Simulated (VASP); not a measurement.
# Ca (Pm-3m) in VASP: further runs

The runs below take Ca through single point, with PBEsol.

Program: VASP 6.6.1. These are calculated values, not measurements. Logs are shortened: lines on timing, memory, paths and dates and some standing lists are left out, and cuts for length are marked.

## 1. The cell of the first run

It takes space group Pm-3m (No. 221, cubic). Conventional cell: a = 3.597 Å, b = 3.597 Å, c = 3.597 Å, α = 90.00°, β = 90.00°, γ = 90.00°. Within 4.7 Å of Ca (site symmetry m-3m) lie 6 Ca at 3.60 Å.

## 2. Single point, PBEsol (strained)

INCAR reads:

```
SYSTEM = Ca
PREC = Accurate
ENCUT = 520
EDIFF = 1E-6
ISMEAR = 0
SIGMA = 0.1
LREAL = .FALSE.
LASPH = .TRUE.
NELM = 60
ALGO = Fast
ISIF = 2
LWAVE = .FALSE.
LCHARG = .FALSE.
GGA = PS
NBANDS = 11
```

KPOINTS reads:

```
regular mesh
0
G
  10 10 10
  0 0 0
```

POSCAR reads:

```
Ca
1.0
    3.5973628716      0.0000000000      0.0000000000
    0.0000000000      3.5973628716      0.0000000000
    0.0000000000      0.0000000000      3.5973628716
Ca
1
Direct
    0.0000000000      0.0000000000      0.0000000000
```

Potentials or basis: VASP PAW PBE potentials, release 64 (Ca_sv).

Run with:

```bash
cat potpaw_PBE.64/Ca_sv/POTCAR > POTCAR
mpirun -np 1 vasp_std > vasp.out
```

OUTCAR:

```text
SYSTEM = Ca
   PREC = Accurate
   ENCUT = 520
   EDIFF = 1E-6
   ISMEAR = 0
   LREAL = .FALSE.
   LASPH = .TRUE.
   NELM = 60
   ISIF = 2
   GGA = PS

 ion  position               nearest neighbor table
   1  0.000  0.000  0.000-

  LATTYP: Found a simple cubic cell.
 ALAT       =     3.5973628716

  Lattice vectors:

 A1 = (   3.5973628716,   0.0000000000,   0.0000000000)
 A2 = (   0.0000000000,   3.5973628716,   0.0000000000)
 A3 = (   0.0000000000,   0.0000000000,   3.5973628716)

Analysis of symmetry for initial positions (statically):
=====================================================================
 Subroutine PRICEL returns:
 Original cell was already a primitive cell.

 Routine SETGRP: Setting up the symmetry group for a
 simple cubic supercell.

 Subroutine GETGRP returns: Found 48 space group operations
 (whereof 48 operations were pure point group operations)
 out of a pool of 48 trial point group operations.

The static configuration has the point symmetry O_h .

Analysis of symmetry for dynamics (positions and initial velocities):
=====================================================================
 Subroutine PRICEL returns:
 Original cell was already a primitive cell.

 Routine SETGRP: Setting up the symmetry group for a
 simple cubic supercell.

 Subroutine GETGRP returns: Found 48 space group operations
 (whereof 48 operations were pure point group operations)
 out of a pool of 48 trial point group operations.

The dynamic configuration has the point symmetry O_h .

 Subroutine INISYM returns: Found 48 space group operations
 (whereof 48 operations are pure point group operations),
 and found     1 'primitive' translations

----------------------------------------------------------------------------------------

                                     Primitive cell

  volume of cell :      46.5535

  direct lattice vectors                    reciprocal lattice vectors
     3.597362872  0.000000000  0.000000000     0.277981409  0.000000000  0.000000000
     0.000000000  3.597362872  0.000000000     0.000000000  0.277981409  0.000000000
     0.000000000  0.000000000  3.597362872     0.000000000  0.000000000  0.277981409

  length of vectors
     3.597362872  3.597362872  3.597362872     0.277981409  0.277981409  0.277981409

  position of ions in fractional coordinates (direct lattice)
     0.000000000  0.000000000  0.000000000

  ion indices of the primitive-cell ions
[... 80 lines left out ...]
   ISIF   =      2    stress and relaxation
   ISYM   =      2    0-nonsym 1-usesym 2-fastsym
   POTIM  = 0.5000    time-step for ionic-motion
   TEBEG  =    0.0;   TEEND  =   0.0 temperature during run
   PSTRESS=    0.0 pullay stress
   NELECT =      10.0000    total number of electrons
   NUPDOWN=      -1.0000    fix difference up-down
   EMIN   =  10.00;   EMAX   =-10.00  energy-range for DOS
   EFERMI =   0.00;   METHOD = LEGACY
   ISMEAR =     0;   SIGMA  =   0.10  broadening in eV -4-tet -1-fermi 0-gaus
   EFERMI_NEDOS =   21; number of points for ismear=-14 and -15
   IALGO  =     68    algorithm
   IMIX   =      4    mixing-type and parameters
     AMIX     =   0.40;   BMIX     =  1.00
     AMIX_MAG =   1.60;   BMIX_MAG =  1.00
  volume/ion in A,a.u.               =      46.55       314.16
  Fermi-wavevector in a.u.,A,eV,Ry     =   0.980447  1.852775 13.078946  0.961275
  Thomas-Fermi vector in A             =   2.111377
   LORBIT       =      0    0 simple, 1 ext, 2 COOP (PROOUT), +10 PAW based schemes
   GGA     = PS    functional components
   LHFCALC =     F    Hartree Fock is set to
   AEXX    =    0.0000 exact exchange contribution
   IVDW    =     0    specifies the selected vdW correction
   LEPSILON=     F    determine dielectric tensor
   LRPA    =     F    only Hartree local field effects (RPA)
 non-spin polarized calculation
 RMM-DIIS sequential band-by-band and
 Gauss-broadening in eV      SIGMA  =   0.10
  energy-cutoff  :      520.00
  volume of cell :       46.55
 maximum number of plane-waves:      1269
 NGX is ok and might be reduce to    28
   NGX = 13   NGY = 13   NGZ = 13

 number of electron      10.0000003 magnetization

 Free energy of the ion-electron system (eV)
  ---------------------------------------------------
  ext. energy  EPLUGINS =         0.00000000
  ---------------------------------------------------
  free energy    TOTEN  =        -1.72481306 eV

  energy without entropy =       -1.71950320  energy(sigma->0) =       -1.72215813

 E-fermi :   1.4555     XC(G=0):  -7.4841

 val. band max:        1.4535364539   @ k =   0.5000   0.5000   0.2000
 cond. band min:       1.4965213707   @ k =   0.5000   0.3000   0.1000
 fundamental gap:      0.0429849169
 Fermi energy:         1.4554910314

 k-point     1 :       0.0000    0.0000    0.0000
  band No.  band energies     occupation
      1     -40.7367      2.00000
      2     -21.7152      2.00000
      3     -21.7152      2.00000
      4     -21.7152      2.00000
      5      -2.3074      2.00000
      6       2.2512      0.00000
      7       2.2512      0.00000
      8       5.2839      0.00000
      9       5.2839      0.00000
     10       5.2839      0.00000
     11       9.5241      0.00000
[... 309 lines left out ...]
 k-point    24 :       0.3000    0.1000    0.1000
  band No.  band energies     occupation
      1     -40.7253      2.00000
      2     -21.8221      2.00000
      3     -21.7210      2.00000
      4     -21.7198      2.00000
      5      -0.9330      2.00000
      6       2.2295      0.00000
      7       2.6386      0.00000
      8       4.3005      0.00000
      9       4.3570      0.00000
     10       5.0992      0.00000
     11       6.8899      0.00000

 [... further k-points ...]

------------------------ aborting loop because EDIFF is reached ----------------------------------------

  FORCE on cell =-STRESS in cart. coord.  units (eV):
  Direction    XX          YY          ZZ          XY          YZ          ZX
  --------------------------------------------------------------------------------------
  -------------------------------------------------------------------------------------
  Total       -0.3462707     -0.3462707     -0.3462707     -0.0000000     -0.0000000     -0.0000000
  in kB      -11.9171825    -11.9171825    -11.9171825     -0.0000000     -0.0000000     -0.0000000
  external PRESSURE =     -11.9171825 kB  Pullay stress =       0.0000000 kB

 VOLUME and BASIS-vectors are now :
 -----------------------------------------------------------------------------
  energy-cutoff  :      520.00
  volume of cell :       46.55
      direct lattice vectors                 reciprocal lattice vectors
     3.597362872  0.000000000  0.000000000     0.277981409  0.000000000  0.000000000
     0.000000000  3.597362872  0.000000000     0.000000000  0.277981409  0.000000000
     0.000000000  0.000000000  3.597362872     0.000000000  0.000000000  0.277981409

 POSITION                                       TOTAL-FORCE (eV/Angst)
 -----------------------------------------------------------------------------------
      0.00000      0.00000      0.00000         0.000000      0.000000      0.000000
 -----------------------------------------------------------------------------------
    total drift:                               -0.000000     -0.000000     -0.000000

  FREE ENERGIE OF THE ION-ELECTRON SYSTEM (eV)
  ---------------------------------------------------
  free  energy   TOTEN  =        -1.7248130645 eV

  energy  without entropy=       -1.7195031988  energy(sigma->0) =       -1.72215813
```

OSZICAR:

```text
N       E                     dE             d eps       ncg     rms          rms(c)
DAV:   1     0.658817857364E+02    0.65882E+02   -0.50047E+03  1232   0.813E+02
DAV:   2    -0.150182206746E+00   -0.66032E+02   -0.65482E+02  1361   0.204E+02
DAV:   3    -0.163581580519E+01   -0.14856E+01   -0.14594E+01  1752   0.299E+01
DAV:   4    -0.173032963130E+01   -0.94514E-01   -0.94316E-01  1609   0.570E+00
DAV:   5    -0.173260660729E+01   -0.22770E-02   -0.22764E-02  1775   0.760E-01    0.232E+00
RMM:   6    -0.172767476340E+01    0.49318E-02   -0.59006E-03  1282   0.992E-01    0.143E+00
RMM:   7    -0.172464095027E+01    0.30338E-02   -0.19750E-02  1457   0.187E+00    0.127E-01
RMM:   8    -0.172472441052E+01   -0.83460E-04   -0.43778E-03  1553   0.572E-01    0.405E-02
RMM:   9    -0.172479244000E+01   -0.68029E-04   -0.94279E-04  1629   0.292E-01    0.267E-02
RMM:  10    -0.172480677491E+01   -0.14335E-04   -0.24361E-04  1839   0.113E-01    0.742E-03
RMM:  11    -0.172481113595E+01   -0.43610E-05   -0.70000E-05  1842   0.682E-02    0.189E-02
RMM:  12    -0.172481260767E+01   -0.14717E-05   -0.12899E-05  1692   0.330E-02    0.645E-04
RMM:  13    -0.172481306448E+01   -0.45681E-06   -0.61440E-06  1421   0.123E-02
   1 F= -.17248131E+01 E0= -.17221581E+01  d E =-.530987E-02
```

Run time: 14 s. Hardware: 1 thread of Intel Xeon Platinum 8488C (Sapphire Rapids), shared host; peak memory 0.16 GiB.

What came out:

```
Free energy            : -1.7248 eV
Pressure               : -1.2 GPa
Band gap on the k mesh : zero (band 5 reaches 2.15 eV, above the bottom of band 6 at 0.92 eV)
```

Levels at points of the mesh, in eV from the Fermi level:
| k point | band 3 | band 4 | band 5 | band 6 | band 7 | band 8 |
| --- | --- | --- | --- | --- | --- | --- |
| (0.00, 0.00, 0.00) | -23.17 | -23.17 | -3.76 | 0.80 | 0.80 | 3.83 |
| (0.50, 0.00, 0.00) | -23.16 | -23.16 | -1.26 | -0.54 | 1.26 | 2.71 |
| (0.50, 0.50, 0.00) | -23.32 | -23.14 | -0.28 | 0.77 | 2.10 | 2.10 |
| (0.50, 0.50, 0.50) | -23.30 | -23.30 | 0.70 | 0.70 | 0.70 | 4.52 |

Caveat: the cell differs from its parent crystal (strained); the PAW data sets were made with another functional, which shifts forces and pressure a little.

(Part 1 of 2 ends here.)
